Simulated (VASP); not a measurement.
Input of a VASP 6.6.1 run:

The input INCAR:

```
ALGO = Normal ; EDIFF = 1E-7
ENCUT = 520 ; GGA = PE
ISIF = 2 ; ISMEAR = -1
ISPIN = 2 ; LASPH = T
LCHARG = T ; LELF = T
LMAXMIX = 4 ; LORBIT = 11
LREAL = F ; LVHAR = T
LWAVE = F ; MAGMOM = 3 3 0 0 0 0
NBANDS = 38 ; NELM = 150
PREC = Accurate ; SIGMA = 0.05
```

File KPOINTS:

```
k-points
0
Gamma
  8 8 11
```

Contents of POSCAR:

```
MnO2
1.0
    4.3960000000      0.0000000000      0.0000000000
    0.0000000000      4.3960000000      0.0000000000
    0.0000000000      0.0000000000      2.8710000000
Mn O
2 4
Direct
    0.0000000000      0.0000000000      0.0000000000
    0.5000000000      0.5000000000      0.5000000000
    0.3049923011      0.3049923011      0.0000000000
    0.1950076989      0.8049923011      0.5000000000
    0.6950076989      0.6950076989      0.0000000000
    0.8049923011      0.1950076989      0.5000000000
```

Potentials or basis: VASP PAW PBE potentials, release 64 (Mn_pv, O).

The run is started by

```bash
$ cat potpaw_PBE.64/Mn_pv/POTCAR potpaw_PBE.64/O/POTCAR > POTCAR
$ mpirun -np 1 vasp_std > vasp.out
```

Problem. Predict the band gap on the k mesh.

Solution. Zero (filled and empty bands overlap).

Problem. Predict the largest force.

Solution. 0.032 eV/Å.

Forces in eV/Å, atoms in the order of the input:
```
Mn   0.000  0.000  0.000
Mn   0.000  0.000  0.000
O   -0.022 -0.022  0.000
O    0.022 -0.022  0.000
O    0.022  0.022  0.000
O   -0.022  0.022  0.000
```

Caveat: semilocal functionals often make such compounds metallic where correlation or magnetic order opens a gap, which also shifts bond lengths; the run started ferromagnetic, and an antiferromagnetic order may lie lower in energy. With open d or f shells a metallic result of PBE can be an artefact of self-interaction; +U or a hybrid may open a gap.
